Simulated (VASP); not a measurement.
Na, 2 atoms in the cell. It takes space group C2/c (No. 15, monoclinic). The conventional cell has a = 3.673 Å, b = 12.573 Å, c = 3.762 Å, α = 90.00°, β = 118.77°, γ = 90.00°. Within 4.8 Å of Na (site symmetry 2) lie 14 Na at 3.67 to 4.50 Å. 

| Item | Value |
| --- | --- |
| Program | VASP 6.6.1 |
| Task | single point |
| Functional | PBEsol |
| Potentials or basis | VASP PAW PBE potentials, release 64 (Na_pv) |
| Cutoff | 520 eV |
| k mesh | 12 × 12 × 11 |
| Occupations | fermi-dirac, width 0.1 eV |
| Spin | no spin polarisation |
| Dipole correction | no |
| Further INCAR settings | ALGO = Normal; EDIFF = 1e-06; NBANDS = 14 |

Potentials or basis: VASP PAW PBE potentials, release 64 (Na_pv).

Launch:

```sh
$ cat potpaw_PBE.64/Na_pv/POTCAR > POTCAR
$ mpirun -np 1 vasp_std > vasp.out
```

Hardware: 1 thread of Intel(R) Xeon(R) Platinum 8259CL CPU @ 2.50GHz (Skylake/Cascade Lake), on a shared host.

Problem. How long does it take, and how much memory?

Solution. It took 5.7 min on 1 thread of Intel(R) Xeon(R) Platinum 8259CL CPU @ 2.50GHz (Skylake/Cascade Lake), on a shared host, peak memory 0.49 GiB. Counts: scf iterations 9, k points 433.
